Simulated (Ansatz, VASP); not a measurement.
## Sb: VASP beside Ansatz

INCAR

```
PREC = Accurate
ENCUT = 520
EDIFF = 1E-6
ISMEAR = -1
SIGMA = 0.1
LREAL = False
LASPH = True
NELM = 100
ALGO = Normal
ISIF = 2
LWAVE = False
LCHARG = False
GGA = PE
NBANDS = 12
```

Contents of KPOINTS:

```
Automatic mesh
0
Gamma
  9 9 9
```

POSCAR

```
Sb
1.0
    0.0000000000      3.4025774396      3.4025774396
    3.4025774396      0.0000000000      3.4025774396
    3.4025774396      3.4025774396      0.0000000000
Sb
2
Direct
    0.1250000000      0.1250000000      0.1250000000
    0.8750000000      0.8750000000      0.8750000000
```

Input for Ansatz:

```yaml
crystal:
  lattice:
    - [0.0, 3.4025774396, 3.4025774396]
    - [3.4025774396, 0.0, 3.4025774396]
    - [3.4025774396, 3.4025774396, 0.0]
  atoms:
    - { symbol: Sb, position: [0.125, 0.125, 0.125] }
    - { symbol: Sb, position: [0.875, 0.875, 0.875] }
hamiltonian:
  xc: pbe
  pseudopotentials:
    kind: paw
    azcp:
      Sb: "pseudopotentials/Sb.paw.azcp"
basis:
  ecutwfc: 420
  fft_grid_basis: typed
kpoints:
  mp_grid: { grid: [9, 9, 9], shift: [0, 0, 0] }
magnetization:
  spin_polarized: false
scf:
  occupations: { method: fermi_dirac, width: 0.1 }
  lower_state_search: "off"
output:
  stress: true
```

Alike in both runs: task single point; functional PBE; k mesh 9 × 9 × 9; occupations fermi-dirac, width 0.1 eV; no spin polarisation.

```csv
,VASP,Ansatz
version,VASP 6.6.1,Ansatz 0.2.0
potentials or method,"VASP PAW PBE potentials, release 64 (Sb), cutoff 520 eV","plane waves (420 eV) with PAW, scalar-relativistic"
valence electrons in the cell,10,30
```

```csv
,VASP,Ansatz,Ansatz less VASP
pressure (GPa),3.1,3.0,-0.05
```

VASP's potentials hold 10 valence electrons a cell and Ansatz's 30, so a difference there can come from the potentials and not from the codes.

Neither program's run includes spin-orbit coupling.
